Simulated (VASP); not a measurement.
Write the native input for VASP 6.6.1 that does the following.

```
Task                   : single point
Functional             : r2SCAN
Potentials or basis    : VASP PAW PBE potentials, release 64 (Ti_sv)
Cutoff                 : 520 eV
k mesh                 : 6 × 6 × 6
Occupations            : gaussian, width 0.1 eV
Spin                   : no spin polarisation
Dipole correction      : no
Further INCAR settings : ALGO = Normal; EDIFF = 1e-06; NBANDS = 25
```

The system is Ti.

```
CELL_PARAMETERS angstrom
4.64671 0.00000 0.00000
-2.32335 4.02417 0.00000
0.00000 0.00000 2.76951
ATOMIC_POSITIONS crystal
Ti 0.34414 0.00000 0.33333
Ti 0.00000 0.34414 0.66667
Ti 0.65586 0.65586 0.00000
```

The input as run:

POSCAR

```
Ti
1.0
    4.6467084804      0.0000000000      0.0000000000
   -2.3233542402      4.0241675880      0.0000000000
    0.0000000000      0.0000000000      2.7695139893
Ti
3
Direct
    0.3441427122      0.0000000000      0.3333333333
    0.0000000000      0.3441427122      0.6666666667
    0.6558572878      0.6558572878      0.0000000000
```

INCAR.step1

```
PREC = Accurate
ENCUT = 520
ISMEAR = 0
SIGMA = 0.1
LREAL = F
LASPH = T
NELM = 60
NBANDS = 25
GGA = PE
ALGO = Normal
EDIFF = 1E-4
LWAVE = T
LCHARG = F
```

INCAR.step2

```
PREC = Accurate
ENCUT = 520
EDIFF = 1E-6
ISMEAR = 0
SIGMA = 0.1
LREAL = F
LASPH = T
NELM = 60
ALGO = Normal
ISIF = 2
LWAVE = F
LCHARG = F
METAGGA = R2SCAN
LMIXTAU = T
NBANDS = 25
ISTART = 1
```

KPOINTS

```
Automatic mesh
0
Gamma
  6 6 6
```

Potentials or basis: VASP PAW PBE potentials, release 64 (Ti_sv).

Launch:

```bash
$ cat potpaw_PBE.64/Ti_sv/POTCAR > POTCAR
$ cp INCAR.step1 INCAR
$ mpirun -np 1 vasp_std > vasp.out
$ cp INCAR.step2 INCAR
$ mpirun -np 1 vasp_std > vasp.out
```

It gave:

```json
{
 "Pressure": "0.2 GPa",
 "Largest force": "0.019 eV/Å",
 "Band gap on the k mesh": "zero (bands 18 and 19 overlap by 0.69 eV)"
}
```

Caveat: the k points lie up to 0.38 Å⁻¹ apart, too coarse for converged energies and pressures of a metal; the PAW data sets were made with another functional, which shifts forces and pressure a little.

Wall time 2.5 min on 1 thread of Intel(R) Xeon(R) Platinum 8259CL CPU @ 2.50GHz (Skylake/Cascade Lake) (shared host), peak memory 0.19 GiB.
